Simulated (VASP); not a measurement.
# Ni (Fm-3m) in VASP: further runs

Ni is run at these levels: LDA; tasks: single point.

Program: VASP 6.6.1. These are calculated values, not measurements. Logs are shortened: lines on timing, memory, paths and dates and some standing lists are left out, and cuts for length are marked.

### 1 The cell of the first run

Symmetry: Fm-3m, No. 225, cubic system. Conventional cell: a = 3.421 Å, b = 3.421 Å, c = 3.421 Å, α = 90.00°, β = 90.00°, γ = 90.00°. Ni (site symmetry m-3m) has 12 Ni at 2.42 Å within 3.2 Å.

### 2 Single point, LDA

Input file INCAR:

```
SYSTEM = Ni
PREC     = Accurate       ! precision mode
ENCUT    = 600            ! plane-wave cutoff, eV
EDIFF    = 1E-6           ! SCF threshold, eV
ISMEAR   = -1             ! smearing method
SIGMA    = 0.1            ! smearing width, eV
LREAL    = .False.        ! projectors in reciprocal space
LASPH    = .True.         ! aspherical terms in the spheres
NELM     = 120            ! most SCF steps
ALGO     = Normal         ! electronic algorithm
ISIF     = 2              ! what is computed and relaxed
LWAVE    = .False.        ! write WAVECAR
LCHARG   = .True.         ! write CHGCAR
LELF     = .True.         ! ELF
LVHAR    = .True.       
NBANDS   = 11             ! bands
GGA_COMPAT= .False.
```

Input file KPOINTS:

```
regular mesh
0
Gamma
  4 4 4
  0 0 0
```

Input file POSCAR:

```
Ni
1.0
    0.0000000000      1.7104399105      1.7104399105
    1.7104399105      0.0000000000      1.7104399105
    1.7104399105      1.7104399105      0.0000000000
Ni
1
Direct
    0.0000000000      0.0000000000      0.0000000000
```

Potentials or basis: VASP PAW LDA potentials, release 64 (Ni).

Launch:

```sh
$ cat potpaw_LDA.64/Ni/POTCAR > POTCAR
$ mpirun -np 1 vasp_std > vasp.out
```

OUTCAR:

```text
SYSTEM = Ni
   PREC = Accurate
   ENCUT = 600
   EDIFF = 1E-6
   ISMEAR = -1
   LREAL = .False.
   LASPH = .True.
   NELM = 120
   ISIF = 2

 ion  position               nearest neighbor table
   1  0.000  0.000  0.000-

  LATTYP: Found a face centered cubic cell.
 ALAT       =     3.4208798210

  Lattice vectors:

 A1 = (   0.0000000000,   1.7104399105,   1.7104399105)
 A2 = (   1.7104399105,   0.0000000000,   1.7104399105)
 A3 = (   1.7104399105,   1.7104399105,   0.0000000000)

Analysis of symmetry for initial positions (statically):
=====================================================================
 Subroutine PRICEL returns:
 Original cell was already a primitive cell.

 Routine SETGRP: Setting up the symmetry group for a
 face centered cubic supercell.

 Subroutine GETGRP returns: Found 48 space group operations
 (whereof 48 operations were pure point group operations)
 out of a pool of 48 trial point group operations.

The static configuration has the point symmetry O_h .

Analysis of symmetry for dynamics (positions and initial velocities):
=====================================================================
 Subroutine PRICEL returns:
 Original cell was already a primitive cell.

 Routine SETGRP: Setting up the symmetry group for a
 face centered cubic supercell.

 Subroutine GETGRP returns: Found 48 space group operations
 (whereof 48 operations were pure point group operations)
 out of a pool of 48 trial point group operations.

The dynamic configuration has the point symmetry O_h .

 Subroutine INISYM returns: Found 48 space group operations
 (whereof 48 operations are pure point group operations),
 and found     1 'primitive' translations

----------------------------------------------------------------------------------------

                                     Primitive cell

  volume of cell :      10.0081

  direct lattice vectors                    reciprocal lattice vectors
     0.000000000  1.710439911  1.710439911    -0.292322459  0.292322459  0.292322459
     1.710439911  0.000000000  1.710439911     0.292322459 -0.292322459  0.292322459
     1.710439911  1.710439911  0.000000000     0.292322459  0.292322459 -0.292322459

  length of vectors
     2.418927319  2.418927319  2.418927319     0.506317351  0.506317351  0.506317351

  position of ions in fractional coordinates (direct lattice)
     0.000000000  0.000000000  0.000000000

  ion indices of the primitive-cell ions
   primitive index   ion index
                 1           1

[... 61 lines left out ...]
   ISYM   =      2    0-nonsym 1-usesym 2-fastsym
   POTIM  = 0.5000    time-step for ionic-motion
   TEBEG  =    0.0;   TEEND  =   0.0 temperature during run
   PSTRESS=    0.0 pullay stress
   NELECT =      10.0000    total number of electrons
   NUPDOWN=      -1.0000    fix difference up-down
   EMIN   =  10.00;   EMAX   =-10.00  energy-range for DOS
   EFERMI =   0.00;   METHOD = LEGACY
   ISMEAR =    -1;   SIGMA  =   0.10  broadening in eV -4-tet -1-fermi 0-gaus
   EFERMI_NEDOS =   21; number of points for ismear=-14 and -15
   IALGO  =     38    algorithm
   IMIX   =      4    mixing-type and parameters
     AMIX     =   0.40;   BMIX     =  1.00
     AMIX_MAG =   1.60;   BMIX_MAG =  1.00
  volume/ion in A,a.u.               =      10.01        67.54
  Fermi-wavevector in a.u.,A,eV,Ry     =   1.636655  3.092829 36.445082  2.678638
  Thomas-Fermi vector in A             =   2.727925
   LORBIT       =      0    0 simple, 1 ext, 2 COOP (PROOUT), +10 PAW based schemes
   GGA     = CA    functional components
   LHFCALC =     F    Hartree Fock is set to
   AEXX    =    0.0000 exact exchange contribution
   IVDW    =     0    specifies the selected vdW correction
   LEPSILON=     F    determine dielectric tensor
   LRPA    =     F    only Hartree local field effects (RPA)
 non-spin polarized calculation
  energy-cutoff  :      600.00
  volume of cell :       10.01
 maximum number of plane-waves:       343
   NGX =  9   NGY =  9   NGZ =  9

 number of electron      10.0000000 magnetization

 number of electron       9.9999994 magnetization

 Free energy of the ion-electron system (eV)
  ---------------------------------------------------
  ext. energy  EPLUGINS =         0.00000000
  ---------------------------------------------------
  free energy    TOTEN  =        -6.66286326 eV

  energy without entropy =       -6.56963975  energy(sigma->0) =       -6.61625150

 E-fermi :  10.1816     XC(G=0): -14.1199

 val. band max:       10.1165810471   @ k =   0.5000   0.2500   0.0000
 cond. band min:      10.2531123527   @ k =   0.5000   0.5000   0.0000
 fundamental gap:      0.1365313056
 Fermi energy:        10.1815539557

 k-point     1 :       0.0000    0.0000    0.0000
  band No.  band energies     occupation
      1       0.7121      2.00000
      2       7.9533      2.00000
      3       7.9533      2.00000
      4       7.9533      2.00000
      5       9.2350      1.99984
      6       9.2350      1.99984
      7      34.7386      0.00000
      8      39.1976      0.00000
      9      39.1976      0.00000
     10      39.1976      0.00000
     11      42.5156      0.00000
[... 85 lines left out ...]
 k-point     8 :      -0.2500    0.5000    0.2500
  band No.  band energies     occupation
      1       6.2835      2.00000
      2       7.1709      2.00000
      3       7.1709      2.00000
      4       9.1422      1.99994
      5      10.2544      0.65088
      6      18.6144      0.00000
      7      18.6144      0.00000
      8      21.0038      0.00000
      9      22.3665      0.00000
     10      42.2196      0.00000
     11      42.2196      0.00000

------------------------ aborting loop because EDIFF is reached ----------------------------------------

  FORCE on cell =-STRESS in cart. coord.  units (eV):
  Direction    XX          YY          ZZ          XY          YZ          ZX
  --------------------------------------------------------------------------------------
  -------------------------------------------------------------------------------------
  Total       -0.1689129     -0.1689129     -0.1689129      0.0000000      0.0000000     -0.0000000
  in kB      -27.0408253    -27.0408253    -27.0408253      0.0000000      0.0000000     -0.0000000
  external PRESSURE =     -27.0408253 kB  Pullay stress =       0.0000000 kB

 VOLUME and BASIS-vectors are now :
 -----------------------------------------------------------------------------
  energy-cutoff  :      600.00
  volume of cell :       10.01
      direct lattice vectors                 reciprocal lattice vectors
     0.000000000  1.710439911  1.710439911    -0.292322459  0.292322459  0.292322459
     1.710439911  0.000000000  1.710439911     0.292322459 -0.292322459  0.292322459
     1.710439911  1.710439911  0.000000000     0.292322459  0.292322459 -0.292322459

 POSITION                                       TOTAL-FORCE (eV/Angst)
 -----------------------------------------------------------------------------------
      0.00000      0.00000      0.00000         0.000000      0.000000      0.000000
 -----------------------------------------------------------------------------------
    total drift:                                0.000000      0.000000      0.000000

  FREE ENERGIE OF THE ION-ELECTRON SYSTEM (eV)
  ---------------------------------------------------
  free  energy   TOTEN  =        -6.6628632605 eV

  energy  without entropy=       -6.5696397477  energy(sigma->0) =       -6.61625150
```

OSZICAR:

```text
N       E                     dE             d eps       ncg     rms          rms(c)
DAV:   1     0.357845443474E+02    0.35785E+02   -0.54268E+03   176   0.139E+03
DAV:   2    -0.665768897168E+01   -0.42442E+02   -0.39854E+02   179   0.199E+02
DAV:   3    -0.776295381279E+01   -0.11053E+01   -0.11003E+01   196   0.372E+01
DAV:   4    -0.777158430867E+01   -0.86305E-02   -0.86269E-02   220   0.277E+00
DAV:   5    -0.777173331585E+01   -0.14901E-03   -0.14901E-03   187   0.389E-01    0.107E+01
DAV:   6    -0.695254354432E+01    0.81919E+00   -0.12202E+01   206   0.522E+01    0.543E+00
DAV:   7    -0.670897708300E+01    0.24357E+00   -0.26411E+00   206   0.208E+01    0.224E+00
DAV:   8    -0.666605589523E+01    0.42921E-01   -0.13192E-01   203   0.458E+00    0.488E-01
DAV:   9    -0.666285590296E+01    0.32000E-02   -0.20409E-03   204   0.457E-01    0.124E-01
DAV:  10    -0.666287497883E+01   -0.19076E-04   -0.24180E-04   214   0.222E-01    0.587E-02
DAV:  11    -0.666286316217E+01    0.11817E-04   -0.78078E-05   194   0.102E-01    0.560E-03
DAV:  12    -0.666286326048E+01   -0.98316E-07   -0.29366E-07   109   0.615E-03
   1 F= -.66628633E+01 E0= -.66162515E+01  d E =-.932235E-01
```

stdout:

```text
POSCAR found type information on POSCAR Ni
 POSCAR found :  1 types and       1 ions
 scaLAPACK will be used
 LDA part: xc-table for (Slater(with rela. corr.)+CA(PZ))
 , standard interpolation
 POSCAR, INCAR and KPOINTS ok, starting setup
 FFT: planning ... GRIDC
 FFT: planning ... GRID_SOFT
 FFT: planning ... GRID
 WAVECAR not read
 entering main loop
```

Run time: 3.6 s. Hardware: 1 thread of Intel Xeon 8259CL, shared host; peak memory 0.11 GiB.

What came out:

```
Free energy            : -6.6629 eV
Pressure               : -2.7 GPa
Band gap on the k mesh : zero (band 5 reaches 10.25 eV, above the bottom of band 6 at 9.23 eV)
```

Levels at points of the mesh, in eV from the Fermi level:
| k point | band 3 | band 4 | band 5 | band 6 | band 7 | band 8 |
| --- | --- | --- | --- | --- | --- | --- |
| (0.00, 0.00, 0.00) | -2.23 | -2.23 | -0.95 | -0.95 | 24.56 | 29.02 |
| (0.50, 0.00, 0.00) | -2.26 | -0.31 | -0.12 | -0.12 | 6.59 | 23.04 |
| (0.50, 0.50, 0.00) | -0.12 | 0.07 | 0.07 | 2.62 | 10.26 | 15.69 |

Caveat: the k points lie up to 0.80 Å⁻¹ apart; the run has no spin polarisation, though such a crystal can be magnetic. Spin polarisation is off, so any magnetic state and its effect on volume and gap are missing.

### 3 Single point, LDA

Input file INCAR:

```
SYSTEM = Ni
PREC = Accurate
ENCUT = 600
EDIFF = 1E-6
ISMEAR = -1
SIGMA = 0.1
LREAL = .FALSE.
LASPH = .TRUE.
NELM = 120
ALGO = Normal
ISIF = 2
LWAVE = .FALSE.
LCHARG = .FALSE.
GGA = CA
NBANDS = 11
GGA_COMPAT = .FALSE.
```

Input file KPOINTS:

```
regular mesh
0
G
  6 6 6
  0 0 0
```

POSCAR is that of step 2.

Potentials or basis: VASP PAW LDA potentials, release 64 (Ni).

Launch:

```sh
$ cat potpaw_LDA.64/Ni/POTCAR > POTCAR
$ mpirun -np 1 vasp_std > vasp.out
```

Run time: 4.2 s. Hardware: 1 thread of Intel Xeon 8259CL, shared host; peak memory 0.12 GiB.

The run converged. Its results:

```
Free energy            : -6.6141 eV
Pressure               : -1.2 GPa
Band gap on the k mesh : zero (band 5 reaches 10.25 eV, above the bottom of band 6 at 9.18 eV)
```

Levels at points of the mesh, in eV from the Fermi level:
```
           k point  band 2  band 3  band 4  band 5  band 6  band 7  band 8  band 9
(0.00, 0.00, 0.00)   -2.09   -2.09   -2.09   -0.82   -0.82   24.70   29.15   29.15
(0.50, 0.00, 0.00)   -2.13   -2.13   -0.17    0.01    0.01    6.73   23.18   26.32
(0.50, 0.50, 0.00)   -4.16    0.01    0.21    0.21    2.76   10.39   15.82   15.82
```

Caveat: the k points lie up to 0.53 Å⁻¹ apart; the run has no spin polarisation, though such a crystal can be magnetic. Spin polarisation is off, so any magnetic state and its effect on volume and gap are missing.

### 4 Single point, LDA

Input file INCAR:

```
SYSTEM = Ni
PREC = Accurate ; ENCUT = 600
EDIFF = 1E-6 ; ISMEAR = -1
SIGMA = 0.1 ; LREAL = .False.
LASPH = .True. ; NELM = 120
ALGO = Normal ; ISIF = 2
LWAVE = .False. ; LCHARG = .False.
NBANDS = 11 ; GGA_COMPAT = .False.
```

Input file KPOINTS:

```
regular mesh
0
Gamma
  8 8 8
  0 0 0
```

POSCAR is that of step 3.

Launch:

```sh
$ cat potpaw_LDA.64/Ni/POTCAR > POTCAR
$ mpirun -np 1 vasp_std > vasp.out
```

Run time: 6.3 s. Hardware: 1 thread of Intel Xeon 8259CL, shared host; peak memory 0.12 GiB.

Results (log left out):

- Free energy: -6.5676 eV
- Pressure: 0.5 GPa
- Band gap on the k mesh: zero (band 5 reaches 10.31 eV, above the bottom of band 6 at 9.22 eV)

Levels at points of the mesh, in eV from the Fermi level:
| k point | band 3 | band 4 | band 5 | band 6 | band 7 | band 8 |
| --- | --- | --- | --- | --- | --- | --- |
| (0.00, 0.00, 0.00) | -2.13 | -2.13 | -0.86 | -0.86 | 24.61 | 29.06 |
| (0.50, 0.00, 0.00) | -2.18 | -0.25 | -0.03 | -0.03 | 6.67 | 23.09 |
| (0.50, 0.50, 0.00) | -0.03 | 0.17 | 0.17 | 2.67 | 10.33 | 15.74 |

Caveat: the k points lie up to 0.40 Å⁻¹ apart; the run has no spin polarisation, though such a crystal can be magnetic. Spin polarisation is off, so any magnetic state and its effect on volume and gap are missing.

### 5 The runs side by side

```tsv
k mesh	gap on the mesh (eV)	pressure (GPa)
4 × 4 × 4	none	-2.7
6 × 6 × 6	none	-1.2
8 × 8 × 8	none	0.5
```

Alike in all rows: task single point; level LDA; potentials or basis VASP PAW LDA potentials, release 64 (Ni); no spin polarisation; cell as given; cutoff (eV) 600; smearing fermi-dirac 0.1 eV.

Caveats: all runs use coarse meshes; the run has no spin polarisation, though such a crystal can be magnetic.

Absolute energies hang on the potentials; compare differences alone.
